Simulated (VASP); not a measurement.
Wanted: the native input for a VASP 6.6.1 run.

```
Task                   : relaxation of cell and atoms
Functional             : PBE
Potentials or basis    : VASP PAW PBE potentials, release 64 (Sn_d, S)
Cutoff                 : 600 eV
k mesh                 : 6 × 6 × 6
Occupations            : fermi-dirac, width 0.02 eV
Spin                   : no spin polarisation
Dipole correction      : no
Further INCAR settings : ALGO = Normal; EDIFF = 1e-06; IBRION = 2; EDIFFG = -0.02; NSW = 80; ISIF = 3
```

The structure of SnS3 lies in POSCAR:

```
SnS3
1.0
    0.0000000000      3.3429123374      3.3429123374
    3.3429123374      0.0000000000      3.3429123374
    3.3429123374      3.3429123374      0.0000000000
Sn S
1 3
Direct
    0.0000000000      0.0000000000      0.0000000000
    0.5000000000      0.5000000000      0.5000000000
    0.2500000000      0.2500000000      0.2500000000
    0.7500000000      0.7500000000      0.7500000000
```

The input as run:

INCAR

```
SYSTEM = SnS3
ALGO = Normal
EDIFF = 1E-6
EDIFFG = -0.02
ENCUT = 600
GGA = PE
IBRION = 2
ISIF = 3
ISMEAR = -1
LASPH = .True.
LCHARG = .False.
LREAL = .False.
LWAVE = .False.
NELM = 100
NSW = 80
PREC = Accurate
SIGMA = 0.02
```

KPOINTS

```
k-points
0
Gamma
  6 6 6
  0 0 0
```

Potentials or basis: VASP PAW PBE potentials, release 64 (Sn_d, S).

Run with:

```bash
$ cat potpaw_PBE.64/Sn_d/POTCAR potpaw_PBE.64/S/POTCAR > POTCAR
$ mpirun -np 1 vasp_std > vasp.out
```

Results of the run:

- Pressure after relaxing: 0.0 GPa
- Band gap on the k mesh: zero (band 16 reaches 7.85 eV, above the bottom of band 17 at 5.58 eV)

Caveat: the relaxation stopped at its first step, so nothing moved; spin-orbit coupling is left out, which moves the levels of the heavy elements.

Wall time 31 s on 1 thread of Intel(R) Xeon(R) Platinum 8259CL CPU @ 2.50GHz (Skylake/Cascade Lake), on a shared host, peak memory 0.24 GiB.
